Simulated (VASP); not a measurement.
# Ag (Im-3m) in VASP: a series of runs, part 2 of 2

VASP 6.6.1. Earlier steps stand in the parts before.

### Step 4. Single point, PBE

This run uses another cell than the first one, of 18.03 Å³/atom, 1.087 times its volume.

INCAR

```
SYSTEM = Ag
PREC     = Accurate       ! precision mode
ENCUT    = 520            ! plane-wave cutoff, eV
EDIFF    = 1E-6           ! SCF threshold, eV
ISMEAR   = -1             ! smearing method
SIGMA    = 0.05           ! smearing width, eV
LREAL    = .False.        ! projectors in reciprocal space
LASPH    = .True.         ! aspherical terms in the spheres
NELM     = 100            ! most SCF steps
ALGO     = Normal         ! electronic algorithm
ISIF     = 2              ! what is computed and relaxed
LWAVE    = .False.        ! write WAVECAR
LCHARG   = .True.         ! write CHGCAR
GGA      = PE             ! functional
LELF     = .True.         ! ELF
LVHAR    = .True.       
NBANDS   = 12             ! bands
```

KPOINTS

```
Automatic mesh
0
Gamma
  16 16 16
  0 0 0
```

POSCAR

```
Ag
1.0
   -1.6517940005      1.6517940005      1.6517940005
    1.6517940005     -1.6517940005      1.6517940005
    1.6517940005      1.6517940005     -1.6517940005
Ag
1
Direct
    0.0000000000      0.0000000000      0.0000000000
```

Command:

```console
cat potpaw_PBE.64/Ag/POTCAR > POTCAR
mpirun -np 1 vasp_std > vasp.out
```

Wall time 17 s (1 thread of Intel Xeon 6975P-C, shared host); peak memory 0.16 GiB.

Results (log left out):

* Free energy: -2.6818 eV
* Pressure: -0.1 GPa

Levels at points of the mesh, in eV from the Fermi level:
| k point | band 1 | band 2 | band 3 | band 4 | band 5 | band 6 | band 7 | band 8 | band 9 | band 10 |
| --- | --- | --- | --- | --- | --- | --- | --- | --- | --- | --- |
| (0.00, 0.00, 0.00) | -7.40 | -4.75 | -4.75 | -4.75 | -3.54 | -3.54 | 17.74 | 17.74 | 17.74 | 23.21 |
| (0.50, 0.00, 0.00) | -6.10 | -5.46 | -3.59 | -3.43 | -2.62 | 0.03 | 3.81 | 13.11 | 13.97 | 19.30 |
| (0.50, 0.50, 0.50) | -6.05 | -6.05 | -2.84 | -2.84 | -2.84 | 6.72 | 6.72 | 6.72 | 12.04 | 13.01 |

### Step 5. Single point, PBE

This run uses another cell than the first one, of 18.03 Å³/atom, 1.087 times its volume.

INCAR

```
PREC     = Accurate       # precision mode
ENCUT    = 520            # plane-wave cutoff, eV
EDIFF    = 1E-6           # SCF threshold, eV
ISMEAR   = -1             # smearing method
SIGMA    = 0.05           # smearing width, eV
LREAL    = F              # projectors in reciprocal space
LASPH    = T              # aspherical terms in the spheres
NELM     = 100            # most SCF steps
ALGO     = Normal         # electronic algorithm
ISIF     = 2              # what is computed and relaxed
LWAVE    = F              # write WAVECAR
LCHARG   = F              # write CHGCAR
GGA      = PE             # functional
NBANDS   = 12             # bands
```

KPOINTS

```
Automatic mesh
0
Gamma
  16 16 16
```

POSCAR is that of step 4.

Potentials or basis: VASP PAW PBE potentials, release 64 (Ag).

Command:

```console
cat potpaw_PBE.64/Ag/POTCAR > POTCAR
mpirun -np 1 vasp_std > vasp.out
```

OUTCAR:

```text
PREC = Accurate
   ENCUT = 520
   EDIFF = 1E-6
   ISMEAR = -1
   LREAL = F
   LASPH = T
   NELM = 100
   ISIF = 2
   GGA = PE

 ion  position               nearest neighbor table
   1  0.000  0.000  0.000-

  LATTYP: Found a body centered cubic cell.
 ALAT       =     3.3035880010

  Lattice vectors:

 A1 = (  -1.6517940005,   1.6517940005,   1.6517940005)
 A2 = (   1.6517940005,  -1.6517940005,   1.6517940005)
 A3 = (   1.6517940005,   1.6517940005,  -1.6517940005)

Analysis of symmetry for initial positions (statically):
=====================================================================
 Subroutine PRICEL returns:
 Original cell was already a primitive cell.

 Routine SETGRP: Setting up the symmetry group for a
 body centered cubic supercell.

 Subroutine GETGRP returns: Found 48 space group operations
 (whereof 48 operations were pure point group operations)
 out of a pool of 48 trial point group operations.

The static configuration has the point symmetry O_h .

Analysis of symmetry for dynamics (positions and initial velocities):
=====================================================================
 Subroutine PRICEL returns:
 Original cell was already a primitive cell.

 Routine SETGRP: Setting up the symmetry group for a
 body centered cubic supercell.

 Subroutine GETGRP returns: Found 48 space group operations
 (whereof 48 operations were pure point group operations)
 out of a pool of 48 trial point group operations.

The dynamic configuration has the point symmetry O_h .

 Subroutine INISYM returns: Found 48 space group operations
 (whereof 48 operations are pure point group operations),
 and found     1 'primitive' translations

----------------------------------------------------------------------------------------

                                     Primitive cell

  volume of cell :      18.0272

  direct lattice vectors                    reciprocal lattice vectors
[... 106 lines left out ...]
  volume/ion in A,a.u.               =      18.03       121.65
  Fermi-wavevector in a.u.,A,eV,Ry     =   1.388555  2.623989 26.233200  1.928086
  Thomas-Fermi vector in A             =   2.512670
   LORBIT       =      0    0 simple, 1 ext, 2 COOP (PROOUT), +10 PAW based schemes
   GGA     = PE    functional components
   LHFCALC =     F    Hartree Fock is set to
   AEXX    =    0.0000 exact exchange contribution
   IVDW    =     0    specifies the selected vdW correction
   LEPSILON=     F    determine dielectric tensor
   LRPA    =     F    only Hartree local field effects (RPA)
 non-spin polarized calculation
  energy-cutoff  :      520.00
  volume of cell :       18.03
 maximum number of plane-waves:       496
 NGX is ok and might be reduce to    24
   NGX = 11   NGY = 11   NGZ = 11

 number of electron      11.0000003 magnetization

 Free energy of the ion-electron system (eV)
  ---------------------------------------------------
  ext. energy  EPLUGINS =         0.00000000
  ---------------------------------------------------
  free energy    TOTEN  =        -2.68184051 eV

  energy without entropy =       -2.67813792  energy(sigma->0) =       -2.67998922

 E-fermi :   7.7192     XC(G=0): -11.8787

 val. band max:        7.6821471456   @ k =  -0.3750   0.4375   0.1250
 cond. band min:       7.7495266227   @ k =   0.5000   0.0000   0.0000
 fundamental gap:      0.0673794770
 Fermi energy:         7.7192243710

 k-point     1 :       0.0000    0.0000    0.0000
  band No.  band energies     occupation
      1       0.3207      2.00000
      2       2.9658      2.00000
      3       2.9658      2.00000
      4       2.9658      2.00000
      5       4.1824      2.00000
      6       4.1824      2.00000
      7      25.4602      0.00000
      8      25.4602      0.00000
      9      25.4602      0.00000
     10      30.9306      0.00000
     11      30.9306      0.00000
     12      30.9306      0.00000
[... 331 lines left out ...]
 k-point    24 :       0.2500    0.1875    0.0000
  band No.  band energies     occupation
      1       2.1344      2.00000
      2       2.5788      2.00000
      3       3.3416      2.00000
      4       3.9833      2.00000
      5       4.3811      2.00000
      6       6.5466      2.00000
      7      16.1478      0.00000
      8      17.8776      0.00000
      9      22.2562      0.00000
     10      27.1382      0.00000
     11      30.1086      0.00000
     12      32.6244      0.00000

 [... further k-points ...]
[... 5 lines left out ...]
  --------------------------------------------------------------------------------------
  -------------------------------------------------------------------------------------
  Total       -0.0141713     -0.0141713     -0.0141713     -0.0000000     -0.0000000      0.0000000
  in kB       -1.2594843     -1.2594843     -1.2594843     -0.0000000     -0.0000000      0.0000000
  external PRESSURE =      -1.2594843 kB  Pullay stress =       0.0000000 kB

 VOLUME and BASIS-vectors are now :
 -----------------------------------------------------------------------------
  energy-cutoff  :      520.00
  volume of cell :       18.03
      direct lattice vectors                 reciprocal lattice vectors
    -1.651794001  1.651794001  1.651794001     0.000000000  0.302701184  0.302701184
     1.651794001 -1.651794001  1.651794001     0.302701184  0.000000000  0.302701184
     1.651794001  1.651794001 -1.651794001     0.302701184  0.302701184  0.000000000

 POSITION                                       TOTAL-FORCE (eV/Angst)
 -----------------------------------------------------------------------------------
      0.00000      0.00000      0.00000         0.000000      0.000000     -0.000000
 -----------------------------------------------------------------------------------
    total drift:                               -0.000000      0.000000     -0.000000

  FREE ENERGIE OF THE ION-ELECTRON SYSTEM (eV)
  ---------------------------------------------------
  free  energy   TOTEN  =        -2.6818405125 eV

  energy  without entropy=       -2.6781379193  energy(sigma->0) =       -2.67998922
```

OSZICAR:

```text
N       E                     dE             d eps       ncg     rms          rms(c)
DAV:   1     0.517788856299E+02    0.51779E+02   -0.54607E+03  3544   0.820E+02
DAV:   2    -0.206855633491E+01   -0.53847E+02   -0.50848E+02  4064   0.193E+02
DAV:   3    -0.291482656935E+01   -0.84627E+00   -0.84579E+00  4024   0.253E+01
DAV:   4    -0.291731393383E+01   -0.24874E-02   -0.24873E-02  3924   0.145E+00
DAV:   5    -0.291733380983E+01   -0.19876E-04   -0.19876E-04  3964   0.117E-01    0.451E+00
DAV:   6    -0.269008930730E+01    0.22724E+00   -0.94600E-01  3792   0.858E+00    0.306E+00
DAV:   7    -0.268428605730E+01    0.58032E-02   -0.53993E-03  3876   0.726E-01    0.176E+00
DAV:   8    -0.268182514835E+01    0.24609E-02   -0.71578E-04  3876   0.210E-01    0.626E-02
DAV:   9    -0.268183571785E+01   -0.10569E-04   -0.94494E-06  3848   0.250E-02    0.199E-02
DAV:  10    -0.268184070491E+01   -0.49871E-05   -0.39227E-06  3896   0.190E-02    0.250E-03
DAV:  11    -0.268184051249E+01    0.19242E-06   -0.68895E-08  1976   0.221E-03
   1 F= -.26818405E+01 E0= -.26799892E+01  d E =-.370259E-02
```

stdout:

```text
POSCAR found type information on POSCAR Ag
 POSCAR found :  1 types and       1 ions
 scaLAPACK will be used
 LDA part: xc-table for (Slater+PW92), standard interpolation
 POSCAR, INCAR and KPOINTS ok, starting setup
 FFT: planning ... GRIDC
 FFT: planning ... GRID_SOFT
 FFT: planning ... GRID
 WAVECAR not read
 entering main loop
```

Wall time 17 s (1 thread of Intel Xeon 6975P-C, shared host); peak memory 0.16 GiB.

Results:

```
Free energy : -2.6818 eV
Pressure    : -0.1 GPa
```

Levels at points of the mesh, in eV from the Fermi level:
| k point | band 1 | band 2 | band 3 | band 4 | band 5 | band 6 | band 7 | band 8 | band 9 | band 10 |
| --- | --- | --- | --- | --- | --- | --- | --- | --- | --- | --- |
| (0.00, 0.00, 0.00) | -7.40 | -4.75 | -4.75 | -4.75 | -3.54 | -3.54 | 17.74 | 17.74 | 17.74 | 23.21 |
| (0.50, 0.00, 0.00) | -6.10 | -5.46 | -3.59 | -3.43 | -2.62 | 0.03 | 3.81 | 13.11 | 13.97 | 19.30 |
| (0.50, 0.50, 0.50) | -6.05 | -6.05 | -2.84 | -2.84 | -2.84 | 6.72 | 6.72 | 6.72 | 12.04 | 13.01 |
